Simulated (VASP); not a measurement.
# CO2 in VASP: a series of runs

CO2 is run at these levels: r2SCAN+D3(BJ); tasks: single point.

Program: VASP 6.6.1. These are calculated values, not measurements. Logs are shortened: lines on timing, memory, paths and dates and some standing lists are left out, and cuts for length are marked.

### Step 1. The cell of the first run

The cell holds an amorphous packing of atoms, 36 atoms: a = 8.589 Å, b = 8.589 Å, c = 8.589 Å, α = 90.00°, β = 90.00°, γ = 90.00°.

### Step 2. Single point, r2SCAN+D3(BJ)

Input file POSCAR:

```
CO2
1.0
    8.5889170000      0.0000000000      0.0000000000
    0.0000000000      8.5889170000      0.0000000000
    0.0000000000      0.0000000000      8.5889170000
C O
12 24
Direct
    0.6025555958      0.8777823793      0.2287599240
    0.3129731024      0.2806640232      0.5637032003
    0.0477359369      0.7640078487      0.9432038987
    0.3364568548      0.0823735984      0.9955387856
    0.9120241819      0.1460486811      0.2693121845
    0.3997942930      0.4809221000      0.1770886830
    0.6605372947      0.5041264225      0.4957202404
   -0.0350917351      0.4194475276      0.0606246399
    0.0787875817      0.6232799781      0.4702688360
    0.9740459711      0.1767510386      0.6771400865
    0.7357970743      0.9393617379      0.6770702290
    0.4333142351      0.7617141952      0.7713428829
    0.5113100988      0.9535311611      0.1637342636
    0.6636343092      0.7839405131      0.3058359977
    0.2736317047      0.3506262780      0.6823910395
    0.3600686792      0.2122037039      0.4542365469
   -0.0537320363      0.8500955359      0.9548002385
    0.1432078107      0.6631453069      0.9483966372
    0.2248711916      0.0569454799      1.0691569147
    0.4573917759      0.0998030369      0.9318986317
    1.0160070239      0.0896620610      0.3219032155
    0.7943725618      0.1730136640      0.2037276644
    0.4943929485      0.3896649601      0.1784159749
    0.3187247007      0.5813887828      0.1806514139
    0.5786410557      0.5168404818      0.6020083789
    0.7458449069      0.4723412742      0.3974773537
    0.0827927433      0.3475525494      0.0729544831
   -0.1391211488      0.4922273670      0.0276635576
    0.0117593406      0.7486974202      0.4919013654
    0.1289336013      0.4948586650      0.4480774468
    1.0497714671      0.0712429751      0.6536912628
    0.9048754342      0.2835514652      0.7066548670
    0.7459846218      0.8190904627      0.7287181841
    0.6673949696      1.0476524572      0.6240716961
    0.4201344593      0.6778619470      0.8751277955
    0.4469713702      0.8281020762      0.6584648565
```

Input file INCAR.step1:

```
PREC = Accurate
ENCUT = 520
ISMEAR = -1
SIGMA = 0.02
LREAL = Auto
LASPH = True
NELM = 60
NBANDS = 120
GGA = PE
ALGO = Normal
EDIFF = 1E-4
LWAVE = True
LCHARG = False
```

Input file INCAR.step2:

```
PREC = Accurate
ENCUT = 520
EDIFF = 1E-6
ISMEAR = -1
SIGMA = 0.02
LREAL = Auto
LASPH = True
NELM = 60
ALGO = Normal
ISIF = 2
LWAVE = False
LCHARG = False
METAGGA = R2SCAN
LMIXTAU = True
IVDW = 12
VDW_S6 = 1.0
VDW_S8 = 0.78981345
VDW_A1 = 0.49484001
VDW_A2 = 5.73083694
NBANDS = 120
ISTART = 1
```

Input file KPOINTS:

```
Automatic mesh
0
Gamma
  1 1 1
```

Potentials or basis: VASP PAW PBE potentials, release 64 (C, O).

On the command line:

```console
$ cat potpaw_PBE.64/C/POTCAR potpaw_PBE.64/O/POTCAR > POTCAR
$ cp INCAR.step1 INCAR
$ mpirun -np 1 vasp_gam > vasp.out
$ cp INCAR.step2 INCAR
$ mpirun -np 1 vasp_gam > vasp.out
```

OUTCAR:

```text
PREC = Accurate
   ENCUT = 520
   EDIFF = 1E-6
   ISMEAR = -1
   LREAL = Auto
   LASPH = True
   NELM = 60
   ISIF = 2
   METAGGA = R2SCAN
   IVDW = 12
   ISTART = 1
 IVDW          = 12

 ion  position               nearest neighbor table
   1  0.603  0.878  0.229-  13 1.16  14 1.17
   2  0.313  0.281  0.564-  16 1.18  15 1.23
   3  0.048  0.764  0.943-  17 1.15  18 1.19
   4  0.336  0.082  0.996-  19 1.17  20 1.18
   5  0.912  0.146  0.269-  21 1.11  22 1.18
   6  0.400  0.481  0.177-  24 1.11  23 1.13
   7  0.661  0.504  0.496-  26 1.15  25 1.16
   8  0.965  0.419  0.061-  28 1.13  27 1.19
   9  0.079  0.623  0.470-  30 1.20  29 1.24
  10  0.974  0.177  0.677-  32 1.12  31 1.13
  11  0.736  0.939  0.677-  33 1.13  34 1.19
  12  0.433  0.762  0.771-  36 1.13  35 1.15
  13  0.511  0.954  0.164-   1 1.16
  14  0.664  0.784  0.306-   1 1.17
  15  0.274  0.351  0.682-   2 1.23
  16  0.360  0.212  0.454-   2 1.18
  17  0.946  0.850  0.955-   3 1.15
  18  0.143  0.663  0.948-   3 1.19
[... 16 lines left out ...]
  35  0.420  0.678  0.875-  12 1.15
  36  0.447  0.828  0.658-  12 1.13

  LATTYP: Found a simple cubic cell.
 ALAT       =     8.5889170000

  Lattice vectors:

 A1 = (   8.5889170000,   0.0000000000,   0.0000000000)
 A2 = (   0.0000000000,   8.5889170000,   0.0000000000)
 A3 = (   0.0000000000,   0.0000000000,   8.5889170000)

Analysis of symmetry for initial positions (statically):
=====================================================================
 Subroutine PRICEL returns:
 Original cell was already a primitive cell.

 Routine SETGRP: Setting up the symmetry group for a
 simple cubic supercell.

 Subroutine GETGRP returns: Found  1 space group operations
 (whereof  1 operations were pure point group operations)
 out of a pool of 48 trial point group operations.

The static configuration has the point symmetry C_1 .

Analysis of symmetry for dynamics (positions and initial velocities):
=====================================================================
 Subroutine PRICEL returns:
 Original cell was already a primitive cell.

 Routine SETGRP: Setting up the symmetry group for a
 simple cubic supercell.

 Subroutine GETGRP returns: Found  1 space group operations
 (whereof  1 operations were pure point group operations)
 out of a pool of 48 trial point group operations.

The dynamic configuration has the point symmetry C_1 .

 Subroutine INISYM returns: Found  1 space group operations
 (whereof  1 operations are pure point group operations),
 and found     1 'primitive' translations

----------------------------------------------------------------------------------------

                                     Primitive cell

  volume of cell :     633.6001

  direct lattice vectors                    reciprocal lattice vectors
     8.588917000  0.000000000  0.000000000     0.116429114  0.000000000  0.000000000
     0.000000000  8.588917000  0.000000000     0.000000000  0.116429114  0.000000000
     0.000000000  0.000000000  8.588917000     0.000000000  0.000000000  0.116429114

  length of vectors
     8.588917000  8.588917000  8.588917000     0.116429114  0.116429114  0.116429114

  position of ions in fractional coordinates (direct lattice)
     0.602555596  0.877782379  0.228759924
     0.312973102  0.280664023  0.563703200
     0.047735937  0.764007849  0.943203899
     0.336456855  0.082373598  0.995538786
     0.912024182  0.146048681  0.269312185
     0.399794293  0.480922100  0.177088683
[... 28 lines left out ...]
     0.420134459  0.677861947  0.875127795
     0.446971370  0.828102076  0.658464856

  ion indices of the primitive-cell ions
   primitive index   ion index
                 1           1
                 2           2
                 3           3
                 4           4
                 5           5
                 6           6
[... 28 lines left out ...]
                35          35
                36          36

----------------------------------------------------------------------------------------

 KPOINTS: Automatic mesh

Automatic generation of k-mesh.
 Grid dimensions read from file:
 generate k-points for:    1    1    1

 Generating k-lattice:

  Cartesian coordinates                     Fractional coordinates (reciprocal lattice)
     0.116429114  0.000000000  0.000000000     1.000000000  0.000000000  0.000000000
     0.000000000  0.116429114  0.000000000     0.000000000  1.000000000  0.000000000
     0.000000000  0.000000000  0.116429114     0.000000000  0.000000000  1.000000000

  Length of vectors
     0.116429114  0.116429114  0.116429114

  Shift w.r.t. Gamma in fractional coordinates (k-lattice)
     0.000000000  0.000000000  0.000000000

 Subroutine IBZKPT returns following result:
 ===========================================

 Found      1 irreducible k-points:

 Following reciprocal coordinates:
            Coordinates               Weight
  0.000000  0.000000  0.000000      1.000000
   k-points           NKPTS =      1   k-points in BZ     NKDIM =      1   number of bands    NBANDS=    120
   number of dos      NEDOS =    301   number of ions     NIONS =     36
   total plane-waves  NPLWV = 262144
   dimension x,y,z NGX =    64 NGY =   64 NGZ =   64
   dimension x,y,z NGXF=   128 NGYF=  128 NGZF=  128
   ions per type =              12  24
   NGX,Y,Z   is equivalent  to a cutoff of  12.39, 12.39, 12.39 a.u.
   NGXF,Y,Z  is equivalent  to a cutoff of  24.78, 24.78, 24.78 a.u.
 SYSTEM =  unknown system
   PREC   = accura    normal or accurate (medium, high low for compatibility)
   ISTART =      1    job   : 0-new  1-cont  2-samecut
   ICHARG =      0    charge: 1-file 2-atom 10-const
   ISPIN  =      1    spin polarized calculation?
   LNONCOLLINEAR =      F non collinear calculations
   LSORBIT =      F    spin-orbit coupling
   LASPH  =      T    aspherical Exc in radial PAW
   ENCUT  =  520.0 eV  38.22 Ry    6.18 a.u.  15.97 15.97 15.97*2*pi/ulx,y,z
   NELM   =     60;   NELMIN=  2; NELMDL=  0     # of ELM steps
   EDIFF  = 0.1E-05   stopping-criterion for ELM
   LREAL  =      T    real-space projection
   EDIFFG = 0.1E-04   stopping-criterion for IOM
   NSW    =      0    number of steps for IOM
   IBRION =     -1    ionic relax: 0-MD 1-quasi-New 2-CG
   NFREE  =      0    steps in history (QN), initial steepest desc. (CG)
   ISIF   =      2    stress and relaxation
   ISYM   =      2    0-nonsym 1-usesym 2-fastsym
   POTIM  = 0.5000    time-step for ionic-motion
   TEBEG  =    0.0;   TEEND  =   0.0 temperature during run
   PSTRESS=    0.0 pullay stress
   NELECT =     192.0000    total number of electrons
   NUPDOWN=      -1.0000    fix difference up-down
   EMIN   =  10.00;   EMAX   =-10.00  energy-range for DOS
   EFERMI =   0.00;   METHOD = LEGACY
   ISMEAR =    -1;   SIGMA  =   0.02  broadening in eV -4-tet -1-fermi 0-gaus
   EFERMI_NEDOS =   21; number of points for ismear=-14 and -15
   IALGO  =     38    algorithm
   IMIX   =      4    mixing-type and parameters
     AMIX     =   0.40;   BMIX     =  1.00
     AMIX_MAG =   1.60;   BMIX_MAG =  1.00
  volume/ion in A,a.u.               =      17.60       118.77
  Fermi-wavevector in a.u.,A,eV,Ry     =   1.099605  2.077953 16.451238  1.209132
  Thomas-Fermi vector in A             =   2.236003
   LORBIT       =      0    0 simple, 1 ext, 2 COOP (PROOUT), +10 PAW based schemes
   METAGGA = R2SCAN    functional components
   LHFCALC =     F    Hartree Fock is set to
   AEXX    =    0.0000 exact exchange contribution
   IVDW    =    12    specifies the selected vdW correction
   LEPSILON=     F    determine dielectric tensor
   LRPA    =     F    only Hartree local field effects (RPA)
 non-spin polarized calculation
  energy-cutoff  :      520.00
  volume of cell :      633.60
 maximum number of plane-waves:      8536
 NGX is ok and might be reduce to    64
   NGX = 31   NGY = 31   NGZ = 31

 number of electron     191.9999971 magnetization

 Free energy of the ion-electron system (eV)
  ---------------------------------------------------
  ext. energy  EPLUGINS =         0.00000000
  ---------------------------------------------------
  free energy    TOTEN  =      -303.96873869 eV

  energy without entropy =     -303.96873869  energy(sigma->0) =     -303.96873869

 E-fermi :  -3.9807     XC(G=0):  -7.2225

 val. band max:       -4.5595530513   @ k =   0.0000   0.0000   0.0000
 cond. band min:       1.4681411630   @ k =   0.0000   0.0000   0.0000
 fundamental gap:      6.0276942144
 Fermi energy:        -3.9807213951

 k-point     1 :       0.0000    0.0000    0.0000
  band No.  band energies     occupation
      1     -27.4287      2.00000
      2     -27.2176      2.00000
      3     -27.1533      2.00000
      4     -26.9803      2.00000
      5     -26.9491      2.00000
      6     -26.8245      2.00000
[... 100 lines left out ...]
    107       3.6735      0.00000
    108       3.8219      0.00000
 [bands above 108 left out]

------------------------ aborting loop because EDIFF is reached ----------------------------------------

 Edisp (eV)   -1.03627

 E8    (eV) :    -0.1921

  FORCE on cell =-STRESS in cart. coord.  units (eV):
  Direction    XX          YY          ZZ          XY          YZ          ZX
  --------------------------------------------------------------------------------------
  -------------------------------------------------------------------------------------
  Total      16.95120    15.62164     6.66235   -12.62119   -12.15208     4.87799
  in kB      42.86431    39.50227    16.84700   -31.91506   -30.72882    12.33491
  external pressure =       33.07 kB  Pullay stress =        0.00 kB

 VOLUME and BASIS-vectors are now :
 -----------------------------------------------------------------------------
  energy-cutoff  :      520.00
  volume of cell :      633.60
      direct lattice vectors                 reciprocal lattice vectors
     8.588917000  0.000000000  0.000000000     0.116429114  0.000000000  0.000000000
     0.000000000  8.588917000  0.000000000     0.000000000  0.116429114  0.000000000
     0.000000000  0.000000000  8.588917000     0.000000000  0.000000000  0.116429114

 POSITION                                       TOTAL-FORCE (eV/Angst)
 -----------------------------------------------------------------------------------
      5.17530      7.53920      1.96480        -1.711762     -0.974259      0.767339
      2.68810      2.41060      4.84160        -0.135794      1.383277      3.132836
      0.41000      6.56200      8.10110         2.329303     -3.420979      0.916252
      2.88980      0.70750      8.55060         1.627553      0.048783     -0.305999
      7.83330      1.25440      2.31310        -6.035694      0.849866     -3.557152
      3.43380      4.13060      1.52100         2.003319     -1.692669     -0.053635
[... 28 lines left out ...]
      3.60850      5.82210      7.51640         0.378922     -0.535322      1.724844
      3.83900      7.11250      5.65550        -0.126674      2.805769     -3.678563
 -----------------------------------------------------------------------------------
    total drift:                                0.001965      0.007230      0.003237

  FREE ENERGIE OF THE ION-ELECTRON SYSTEM (eV)
  ---------------------------------------------------
  free  energy   TOTEN  =      -305.0050093919 eV

  energy  without entropy=     -305.0050093919  energy(sigma->0) =     -305.00500939
```

Wall time 3.7 min (1 thread of AMD EPYC 9R45 (Zen 5), shared host); peak memory 0.58 GiB.

What came out:

| Quantity | Value |
| --- | --- |
| Free energy | -305.0050 eV |
| Pressure | 3.3 GPa |
| Largest force | 7.593 eV/Å |
| Band gap on the k mesh | 6.03 eV |
| Dispersion energy per atom | -0.029 eV |

Forces on the atoms (eV/Å):
```
C   -1.712 -0.974  0.767
C   -0.136  1.383  3.133
C    2.329 -3.421  0.916
C    1.628  0.049 -0.306
C   -6.036  0.850 -3.557
C    2.003 -1.693 -0.054
C   -0.031 -0.875  0.799
C    5.185 -2.894 -0.181
C   -2.188  1.647  0.231
C    0.914 -0.578  0.086
C   -4.350  4.184 -2.353
C   -0.154 -2.391  1.771
O    0.829  0.290  0.130
O    1.269  0.132  0.045
O    1.185 -2.589 -4.014
O   -0.810  0.947  1.255
O   -1.173  1.839 -0.018
O   -1.755  1.942 -0.764
O   -0.102  0.072 -0.518
O   -1.884  0.351 -0.274
O    5.742 -1.936  3.303
O    0.293  0.911  0.305
O    3.152 -3.933 -0.186
O   -5.044  5.661  0.408
O   -1.014  0.654  0.761
O    1.321  0.053 -1.547
O   -1.548  0.576  0.559
O   -3.860  2.418 -0.455
O    2.961 -4.747 -0.777
O   -1.034  3.205  0.313
O    2.309 -3.759 -0.854
O   -3.096  4.595  1.031
O    2.255 -4.420  1.921
O    2.299  0.181  0.078
O    0.379 -0.535  1.725
O   -0.127  2.806 -3.679
```

Levels at points of the mesh, in eV from the valence-band top:
```tsv
k point	band 93	band 94	band 95	band 96	band 97	band 98	band 99	band 100
(0.00, 0.00, 0.00)	-0.20	-0.18	-0.13	0.00	6.03	6.67	7.15	7.44
```

Caveat: the k points lie up to 0.73 Å⁻¹ apart; the PAW data sets were made with another functional, which shifts forces and pressure a little.

### Step 3. Single point, r2SCAN+D3(BJ)

Input file POSCAR:

```
CO2
1.0
    8.5889170000      0.0000000000      0.0000000000
    0.0000000000      8.5889170000      0.0000000000
    0.0000000000      0.0000000000      8.5889170000
C O
12 24
Direct
    0.5929967655      0.8550787020      0.2439539234
    0.3442925342      0.2296214994      0.5792464871
    0.0374203174      0.7803312106      0.9837212305
    0.3056497111      0.1209582070      0.9690395192
    0.9176360652      0.1484587638      0.2384002547
    0.4143828611      0.4609428639      0.1714302280
    0.6843354057      0.5423733865      0.4876866315
   -0.0942842968      0.4429662087      0.0714292617
    0.0744331328      0.6585929285      0.4759622197
    0.9688881613      0.1796151948      0.6680004010
    0.7537620867      0.9082635215      0.6758826520
    0.4282612115      0.7737296798      0.7709819527
    0.5066995059      0.9091367398      0.1562129428
    0.6485567389      0.7817982174      0.3424529542
    0.3203314225      0.3023431243      0.6911232231
    0.3731785975      0.1534885015      0.4659842446
   -0.0511356670      0.8810307516      1.0107793567
    0.1128430977      0.6638555245      0.9757807649
    0.1809657725      0.1160681841      1.0209086897
    0.4401719099      0.1287938864      0.9229452328
    1.0223291248      0.0951458723      0.3005501159
    0.8057942579      0.1563410148      0.1604858913
    0.4869065564      0.3508474933      0.1394820791
    0.3473196912      0.5761844014      0.2099333362
    0.5846138692      0.5815401406      0.5709101625
    0.7752549012      0.4736103516      0.4151280074
    0.0240193263      0.3794541268      0.0893360595
   -0.2093628335      0.5077124392      0.0353944508
   -0.0049831661      0.7741604675      0.4867668415
    0.1503565583      0.5395790878      0.4545509055
    1.0466744527      0.0566893358      0.6641349544
    0.8921380891      0.2821426729      0.7158178383
    0.7669884340      0.7821125760      0.6946743111
    0.6913444384      1.0314455245      0.6595709331
    0.4220788255      0.6704919840      0.8575120705
    0.4346298841      0.8571977119      0.6687688331
```

Input file INCAR.step1:

```
SYSTEM = CO2
  ALGO = Normal
  EDIFF = 1E-4
  ENCUT = 520
  GGA = PE
  ISMEAR = -1
  LASPH = .True.
  LCHARG = .False.
  LREAL = Auto
  LWAVE = .True.
  NBANDS = 120
  NELM = 100
  PREC = Accurate
  SIGMA = 0.02
```

Input file INCAR.step2:

```
SYSTEM = CO2
  ALGO = Normal
  EDIFF = 1E-6
  ENCUT = 520
  ISIF = 2
  ISMEAR = -1
  ISTART = 1
  IVDW = 12
  LASPH = .True.
  LCHARG = .False.
  LMIXTAU = .True.
  LREAL = Auto
  LWAVE = .False.
  METAGGA = R2SCAN
  NBANDS = 120
  NELM = 100
  PREC = Accurate
  SIGMA = 0.02
  VDW_A1 = 0.49484001
  VDW_A2 = 5.73083694
  VDW_S6 = 1.0
  VDW_S8 = 0.78981345
```

Input file KPOINTS:

```
k-points
0
Gamma
  1 1 1
  0 0 0
```

Potentials or basis: VASP PAW PBE potentials, release 64 (C, O).

On the command line:

```console
$ cat potpaw_PBE.64/C/POTCAR potpaw_PBE.64/O/POTCAR > POTCAR
$ cp INCAR.step1 INCAR
$ mpirun -np 1 vasp_gam > vasp.out
$ cp INCAR.step2 INCAR
$ mpirun -np 1 vasp_gam > vasp.out
```

Wall time 3.7 min (1 thread of AMD EPYC 9R45 (Zen 5), shared host); peak memory 0.59 GiB.

The run converged. Its results:

```
Free energy                : -305.2783 eV
Pressure                   : -0.3 GPa
Largest force              : 10.084 eV/Å
Band gap on the k mesh     : 5.77 eV
Dispersion energy per atom : -0.029 eV
```

Forces on the atoms (eV/Å):
```
C   -1.878 -0.665  0.140
C    0.919 -1.774 -2.358
C   -0.092 -2.028  1.047
C    5.412  0.452 -1.329
C   -2.435 -1.756 -2.208
C   -0.711  2.022  0.813
C   -1.247 -1.357  1.220
C   -1.013  0.693 -1.391
C    0.368 -1.204 -0.970
C    2.191 -4.367  2.521
C   -4.407  8.991 -1.194
C   -0.115 -2.840  1.205
O    0.004  1.090 -1.231
O    1.863 -0.087  0.822
O   -0.336  0.320 -0.048
O   -0.642  1.634  2.134
O    0.674 -0.208 -0.661
O   -0.858  2.411 -0.525
O   -0.436 -0.185 -0.155
O   -4.607 -0.623  1.231
O    2.753  0.110  2.329
O   -0.601  1.289  0.234
O   -0.179 -0.043  0.011
O    1.035 -1.748 -0.749
O   -0.143  0.288 -0.234
O    1.205  0.177 -0.991
O    0.408 -0.078  0.668
O    0.590 -0.240  0.688
O    2.463 -3.165 -0.294
O   -2.698  4.188  1.176
O   -2.763  4.874 -0.826
O    0.790 -0.156 -1.462
O    2.558 -8.103  1.620
O    2.107 -0.628 -0.111
O    0.021 -0.412  1.461
O   -0.200  3.130 -2.583
```

Stress tensor (GPa, compression positive):
```
-1.66  2.31  1.36
 2.31 -0.54 -2.63
 1.36 -2.63  1.22
```

Levels at points of the mesh, in eV from the valence-band top:
```csv
k point,band 94,band 95,band 96,band 97,band 98,band 99
"(0.00, 0.00, 0.00)",-0.20,-0.10,0.00,5.77,6.47,7.05
```

Caveat: the k points lie up to 0.73 Å⁻¹ apart; the PAW data sets were made with another functional, which shifts forces and pressure a little.
